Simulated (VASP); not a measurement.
Here is a VASP 6.6.1 calculation.

File POSCAR:

```
AgCl
1.0
    3.8367216266      0.0000000000      0.1896927881
    0.0000000000      3.8411986884      0.0000000000
   -0.2674379203      0.0000000000      5.4244848573
Ag Cl
2 2
Direct
    0.2500548793      0.2500000000      0.2500031844
    0.7499451207      0.7500000000      0.7499968156
    0.7500376913      0.7500000000      0.2499964649
    0.2499623087      0.2500000000      0.7500035351
```

File INCAR.step1:

```
SYSTEM = AgCl
ALGO = Normal ; EDIFF = 1E-4
ENCUT = 520 ; GGA = PE
ISMEAR = 0 ; LASPH = .True.
LCHARG = .False. ; LREAL = .False.
LWAVE = .True. ; NBANDS = 26
NELM = 80 ; PREC = Accurate
SIGMA = 0.01
```

INCAR.step2

```
SYSTEM = AgCl
ALGO = Normal ; EDIFF = 1E-6
ENCUT = 520 ; ISIF = 2
ISMEAR = 0 ; ISTART = 1
LASPH = .True. ; LCHARG = .True.
LELF = .True. ; LMIXTAU = .True.
LREAL = .False. ; LVHAR = .True.
LWAVE = .False. ; METAGGA = R2SCAN
NBANDS = 26 ; NELM = 80
PREC = Accurate ; SIGMA = 0.01
```

KPOINTS

```
k-points
0
Gamma
  6 6 4
  0 0 0
```

Potentials or basis: VASP PAW PBE potentials, release 64 (Ag, Cl).

Command:

```console
$ cat potpaw_PBE.64/Ag/POTCAR potpaw_PBE.64/Cl/POTCAR > POTCAR
$ cp INCAR.step1 INCAR
$ mpirun -np 1 vasp_std > vasp.out
$ cp INCAR.step2 INCAR
$ mpirun -np 1 vasp_std > vasp.out
```

(1) Estimate the band gap on the k mesh.

(2) Predict the pressure.

## Answers

(1) 1.43 eV.

(2) 3.6 GPa.

Caveat: the cell stands under pressure; the PAW data sets were made with another functional, which shifts forces and pressure a little.
